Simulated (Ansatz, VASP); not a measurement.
**One calculation of GaN, two programs**

```
Ga N
1.0
     3.13702    0.00000    0.00000
    -1.56851    2.71674    0.00000
     0.00000    0.00000    5.09618
Ga N
2 2
Direct
  0.66667 0.33333 0.50000
  0.33333 0.66667 0.00000
  0.66667 0.33333 0.87500
  0.33333 0.66667 0.37500
```

Alike in both runs: task single point; functional revPBE; k mesh 10 × 10 × 5; occupations fermi-dirac, width 0.05 eV; no spin polarisation.

|  | VASP | Ansatz |
| --- | --- | --- |
| version | VASP 6.6.1 | Ansatz 0.2.0 |
| potentials or method | VASP PAW PBE potentials, release 64 (Ga_d, N) | Ansatz PAW |
| plane-wave cutoff (eV) | 520 | 420 |
| valence electrons in the cell | 36 | 36 |

Ansatz gave:

| Quantity | Value |
| --- | --- |
| gap on the k mesh at the Fermi level (eV) | 2.26 |
| least direct gap on the mesh (eV) | 2.26 |
| pressure (GPa) | 19.6 |
| traceless stress, the component that is largest in VASP (GPa) | 1.68 |
| rms of the force components (eV/Å) | 0.088 |

Task: Which values does VASP return?

Result: gap on the k mesh at the Fermi level (eV): 2.29; least direct gap on the mesh (eV): 2.29; pressure (GPa): 19.3; traceless stress, the component that is largest in VASP (GPa): 1.69; rms of the force components (eV/Å): 0.086.

VASP's potentials were made for PBE, not for revPBE. Atom by atom the forces differ by 0.002 eV/Å (rms over components).

Noted on Ansatz's run: odd divisions of the mesh miss points on the zone boundary, where band edges often lie, so the gap on the mesh can be too wide.
